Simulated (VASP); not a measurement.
SiC:

```
CELL_PARAMETERS angstrom
3.07600 0.00000 0.00000
-1.53800 2.66389 0.00000
0.00000 0.00000 5.04800
ATOMIC_POSITIONS crystal
Si 0.33333 0.66667 0.00000
Si 0.66667 0.33333 0.50000
C 0.33333 0.66667 0.38500
C 0.66667 0.33333 0.88500
```

* Program: VASP 6.6.1
* Task: relaxation of cell and atoms
* Functional: PBE
* Potentials or basis: VASP PAW PBE potentials, release 64 (Si, C)
* Cutoff: 600 eV
* k mesh: 10 × 10 × 6
* Occupations: gaussian, width 0.01 eV
* Spin: no spin polarisation

At the start: pressure 3.5 GPa; volume 10.34 Å³/atom.

How do energy, volume and symmetry change on relaxing?

Over 7 steps the energy falls by 10.6 meV/atom and the volume is 10.49 Å³/atom (+1.5 %); space group P6_3mc (No. 186, to 0.05 Å).

The path:
| step | energy change (eV) | largest force (eV/Å) | pressure (GPa) | volume (Å³) |
| --- | --- | --- | --- | --- |
| 1 | 0.0000 | 0.7524 | 3.50 | 41.36 |
| 2 | -0.0031 | 0.6269 | -3.42 | 42.73 |
| 3 | -0.0391 | 0.0837 | -0.45 | 42.06 |
| 4 | -0.0422 | 0.0253 | 0.06 | 41.97 |
| 5 | -0.0422 | 0.0122 | 0.00 | 41.98 |
| 6 | -0.0422 | 0.0112 | 0.00 | 41.98 |
| 7 | -0.0422 | 0.0003 | 0.00 | 41.98 |

Final structure:
```cif
data_structure
_symmetry_space_group_name_H-M 'P 1'
_symmetry_Int_Tables_number 1
_cell_length_a 3.0911
_cell_length_b 3.0911
_cell_length_c 5.0730
_cell_angle_alpha 90.000
_cell_angle_beta 90.000
_cell_angle_gamma 120.000
_cell_volume 41.98
loop_
_atom_site_label
_atom_site_type_symbol
_atom_site_fract_x
_atom_site_fract_y
_atom_site_fract_z
_atom_site_occupancy
Si1 Si 0.33333 0.66667 0.00458 1
Si2 Si 0.66667 0.33333 0.50458 1
C1 C 0.33333 0.66667 0.38042 1
C2 C 0.66667 0.33333 0.88042 1
```
